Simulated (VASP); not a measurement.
A run of VASP 6.6.1 is set up as follows.

POSCAR

```
CdS
1.0
    0.0000000000      2.9165000000      2.9165000000
    2.9165000000      0.0000000000      2.9165000000
    2.9165000000      2.9165000000      0.0000000000
Cd S
1 1
Direct
    0.0000000000      0.0000000000      0.0000000000
    0.7500000000      0.7500000000      0.7500000000
```

Contents of INCAR.step1:

```
SYSTEM = CdS
ALGO     = Normal         ! electronic algorithm
EDIFF    = 1E-5           ! SCF threshold, eV
ENCUT    = 600            ! plane-wave cutoff, eV
GGA      = PE             ! functional
ISMEAR   = -1             ! smearing method
LASPH    = .TRUE.         ! aspherical terms in the spheres
LCHARG   = .FALSE.        ! write CHGCAR
LREAL    = .FALSE.        ! projectors in reciprocal space
LWAVE    = .TRUE.         ! write WAVECAR
NBANDS   = 16             ! bands
NELM     = 60             ! most SCF steps
PREC     = Accurate       ! precision mode
SIGMA    = 0.05           ! smearing width, eV
```

Contents of INCAR.step2:

```
SYSTEM = CdS
AEXX     = 0.25           ! exact-exchange fraction
ALGO     = Normal         ! electronic algorithm
EDIFF    = 1E-7           ! SCF threshold, eV
EDIFFG   = -0.01          ! ionic threshold
ENCUT    = 600            ! plane-wave cutoff, eV
GGA      = PE             ! functional
IBRION   = 2              ! ionic algorithm
ISIF     = 3              ! what is computed and relaxed
ISMEAR   = -1             ! smearing method
ISTART   = 1            
LASPH    = .TRUE.         ! aspherical terms in the spheres
LCHARG   = .FALSE.        ! write CHGCAR
LHFCALC  = .TRUE.         ! exact exchange
LREAL    = .FALSE.        ! projectors in reciprocal space
LWAVE    = .FALSE.        ! write WAVECAR
NELM     = 60             ! most SCF steps
NSW      = 60             ! ionic steps
PREC     = Accurate       ! precision mode
PRECFOCK = Normal       
SIGMA    = 0.05           ! smearing width, eV
```

The input KPOINTS:

```
k-points
0
G
  4 4 4
  0 0 0
```

Potentials or basis: VASP PAW PBE potentials, release 64 (Cd, S).

Launch:

```sh
$ cat potpaw_PBE.64/Cd/POTCAR potpaw_PBE.64/S/POTCAR > POTCAR
$ cp INCAR.step1 INCAR
$ mpirun -np 1 vasp_std > vasp.out
$ cp INCAR.step2 INCAR
$ mpirun -np 1 vasp_std > vasp.out
```

(1) Estimate the relaxed cell.

(2) Estimate the band gap on the k mesh.

(3) Estimate the relaxed volume.

(4) Predict the space group after relaxing (to 0.05 Å).

## Answers

(1) a = 4.165 Å, b = 4.165 Å, c = 4.165 Å, α = 60.00°, β = 60.00°, γ = 60.00°.

(2) 2.82 eV, direct.

(3) 25.55 Å³/atom.

(4) F-43m (No. 216).

Caveat: the k points lie up to 0.46 Å⁻¹ apart in the final cell; the PAW data sets were made with another functional, which shifts forces and pressure a little.
